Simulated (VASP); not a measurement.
# Cr (Fm-3m) in VASP: further runs, part 2 of 2

VASP 6.6.1. Earlier steps stand in the parts before.

## 5. Single point, PBE, collinear spin, ferromagnetic start

This run uses another cell than the first one, of 11.83 Å³/atom, 0.997 times its volume.

INCAR

```
ALGO = Normal ; EDIFF = 1E-6
ENCUT = 500 ; GGA = PE
GGA_COMPAT = False ; ISIF = 2
ISMEAR = 0 ; ISPIN = 2
LASPH = True ; LCHARG = False
LMAXMIX = 4 ; LORBIT = 11
LREAL = False ; LWAVE = False
MAGMOM = 0.05 ; NBANDS = 16
NELM = 200 ; PREC = Accurate
SIGMA = 0.05
```

KPOINTS

```
k-points
0
Gamma
  20 20 20
```

POSCAR

```
Cr
1.0
    0.0000000000      1.8085588782      1.8085588782
    1.8085588782      0.0000000000      1.8085588782
    1.8085588782      1.8085588782      0.0000000000
Cr
1
Direct
    0.0000000000      0.0000000000      0.0000000000
```

Started as:

```bash
$ cat potpaw_PBE.64/Cr_pv/POTCAR > POTCAR
$ mpirun -np 1 vasp_std > vasp.out
```

Wall time 2.2 min (1 thread of Intel Xeon 8259CL, shared host); peak memory 0.18 GiB.

Results (log left out):

| Quantity | Value |
| --- | --- |
| Free energy | -9.1242 eV |
| Pressure | -0.6 GPa |
| Band gap on the k mesh | zero (filled and empty bands overlap) |
| Net moment | 0.00 μB per cell |
| Valence electrons inside the program's atomic spheres | Cr 11.02 |

Levels at points of the mesh, in eV from the Fermi level:
Spin up:
```tsv
k point	band 3	band 4	band 5	band 6	band 7	band 8	band 9	band 10
(0.00, 0.00, 0.00)	-42.35	-7.51	-0.42	-0.42	-0.42	1.35	1.35	7.54
(0.50, 0.00, 0.00)	-42.46	-3.91	-0.54	-0.54	0.85	2.55	2.55	7.53
(0.50, 0.50, 0.00)	-42.65	-4.11	-3.27	2.53	2.87	2.87	3.74	7.53
```
Spin down:
```tsv
k point	band 2	band 3	band 4	band 5	band 6	band 7	band 8	band 9	band 10	band 11
(0.00, 0.00, 0.00)	-42.35	-42.35	-7.51	-0.42	-0.42	-0.42	1.35	1.35	7.54	19.84
(0.50, 0.00, 0.00)	-42.46	-42.46	-3.91	-0.54	-0.54	0.84	2.55	2.55	7.53	9.43
(0.50, 0.50, 0.00)	-42.65	-42.65	-4.11	-3.27	2.53	2.87	2.87	3.74	7.53	12.42
```

## 6. Single point, PBE, collinear spin, ferromagnetic start

INCAR

```
SYSTEM = Cr
ALGO = Normal
EDIFF = 1E-6
ENCUT = 500
GGA = PE
GGA_COMPAT = .False.
ISIF = 2
ISMEAR = 0
ISPIN = 2
LASPH = .True.
LCHARG = .False.
LMAXMIX = 4
LORBIT = 11
LREAL = .False.
LWAVE = .False.
MAGMOM = 0.05
NBANDS = 16
NELM = 200
PREC = Accurate
SIGMA = 0.05
```

KPOINTS

```
k-points
0
Gamma
  20 20 20
  0 0 0
```

POSCAR

```
Cr
1.0
    0.0000000000      1.8106427997      1.8106427997
    1.8106427997      0.0000000000      1.8106427997
    1.8106427997      1.8106427997      0.0000000000
Cr
1
Direct
    0.0000000000      0.0000000000      0.0000000000
```

Potentials or basis: VASP PAW PBE potentials, release 64 (Cr_pv).

Started as:

```bash
$ cat potpaw_PBE.64/Cr_pv/POTCAR > POTCAR
$ mpirun -np 1 vasp_std > vasp.out
```

It took 2.3 min on 1 thread of Intel Xeon 8259CL, shared host; peak memory 0.18 GiB.

The run converged. Its results:

```yaml
Free_energy: -9.1242 eV
Pressure: -1.4 GPa
Band_gap_on_the_k_mesh: zero (filled and empty bands overlap)
Net_moment: 0.00 μB per cell
Valence_electrons_inside_the_program's_atomic_spheres: Cr 11.01
```

Levels at points of the mesh, in eV from the Fermi level:
Spin up:
```tsv
k point	band 3	band 4	band 5	band 6	band 7	band 8	band 9	band 10
(0.00, 0.00, 0.00)	-42.35	-7.50	-0.42	-0.42	-0.42	1.34	1.34	7.53
(0.50, 0.00, 0.00)	-42.46	-3.89	-0.54	-0.54	0.84	2.54	2.54	7.52
(0.50, 0.50, 0.00)	-42.65	-4.10	-3.26	2.51	2.86	2.86	3.72	7.53
```
Spin down:
| k point | band 4 | band 5 | band 6 | band 7 | band 8 | band 9 |
| --- | --- | --- | --- | --- | --- | --- |
| (0.00, 0.00, 0.00) | -7.50 | -0.42 | -0.42 | -0.42 | 1.34 | 1.34 |
| (0.50, 0.00, 0.00) | -3.89 | -0.54 | -0.54 | 0.84 | 2.54 | 2.54 |
| (0.50, 0.50, 0.00) | -4.10 | -3.26 | 2.51 | 2.86 | 2.86 | 3.72 |

## 7. Single point, PBE, collinear spin, ferromagnetic start

INCAR

```
PREC     = Accurate       # precision mode
ENCUT    = 500            # plane-wave cutoff, eV
EDIFF    = 1E-6           # SCF threshold, eV
ISMEAR   = 0              # smearing method
SIGMA    = 0.05           # smearing width, eV
LREAL    = False          # projectors in reciprocal space
LASPH    = True           # aspherical terms in the spheres
NELM     = 200            # most SCF steps
ALGO     = Normal         # electronic algorithm
ISIF     = 2              # what is computed and relaxed
LWAVE    = False          # write WAVECAR
LCHARG   = True           # write CHGCAR
ISPIN    = 2              # spin polarisation
MAGMOM   = 0.5            # initial moments
LORBIT   = 11             # projections on sites
LMAXMIX  = 4              # l up to which the mixer works
GGA      = PE             # functional
LELF     = True           # ELF
LVHAR    = True         
NBANDS   = 16             # bands
GGA_COMPAT= False
```

KPOINTS

```
Automatic mesh
0
Gamma
  20 20 20
```

POSCAR is that of step 6.

Started as:

```bash
$ cat potpaw_PBE.64/Cr_pv/POTCAR > POTCAR
$ mpirun -np 1 vasp_std > vasp.out
```

It took 2.6 min on 1 thread of Intel Xeon 8259CL, shared host; peak memory 0.18 GiB.

It converged, with:

| Quantity | Value |
| --- | --- |
| Free energy | -9.1242 eV |
| Pressure | -0.6 GPa |
| Band gap on the k mesh | zero (filled and empty bands overlap) |
| Net moment | 0.00 μB per cell |
| Valence electrons inside the program's atomic spheres | Cr 11.01 |

Levels at points of the mesh, in eV from the Fermi level:
Spin up:
```csv
k point,band 3,band 4,band 5,band 6,band 7,band 8,band 9,band 10
"(0.00, 0.00, 0.00)",-42.35,-7.50,-0.42,-0.42,-0.42,1.34,1.34,7.54
"(0.50, 0.00, 0.00)",-42.46,-3.89,-0.54,-0.54,0.84,2.54,2.54,7.53
"(0.50, 0.50, 0.00)",-42.65,-4.10,-3.26,2.51,2.86,2.86,3.72,7.53
```
Spin down:
| k point | band 2 | band 3 | band 4 | band 5 | band 6 | band 7 | band 8 | band 9 | band 10 | band 11 |
| --- | --- | --- | --- | --- | --- | --- | --- | --- | --- | --- |
| (0.00, 0.00, 0.00) | -42.35 | -42.35 | -7.50 | -0.42 | -0.42 | -0.42 | 1.34 | 1.34 | 7.54 | 19.82 |
| (0.50, 0.00, 0.00) | -42.46 | -42.46 | -3.89 | -0.54 | -0.54 | 0.84 | 2.54 | 2.54 | 7.53 | 9.39 |
| (0.50, 0.50, 0.00) | -42.65 | -42.65 | -4.10 | -3.26 | 2.51 | 2.86 | 2.86 | 3.72 | 7.53 | 12.38 |

## 8. The runs side by side

| spin | cell | cutoff (eV) | gap on the mesh (eV) | pressure (GPa) | moment (μB) |
| --- | --- | --- | --- | --- | --- |
| collinear, ferromagnetic start | a = 2.561 Å, angles 60.0°, 1 atom | 520 | none | -0.5 | 0.00 |
| off | a = 2.561 Å, angles 60.0°, 1 atom | 500 | none | -0.6 | - |
| collinear, ferromagnetic start | a = 2.558 Å, angles 60.0°, 1 atom | 500 | none | -0.6 | 0.00 |
| collinear, ferromagnetic start | a = 2.561 Å, angles 60.0°, 1 atom | 500 | none | -0.6 | 0.00 |

Alike in all rows: task single point; level PBE; potentials or basis VASP PAW PBE potentials, release 64 (Cr_pv); k mesh 20 × 20 × 20; smearing gaussian 0.05 eV.

Every run on the cell as given and a fine mesh finds a metal.

Absolute energies hang on the potentials; compare differences alone.
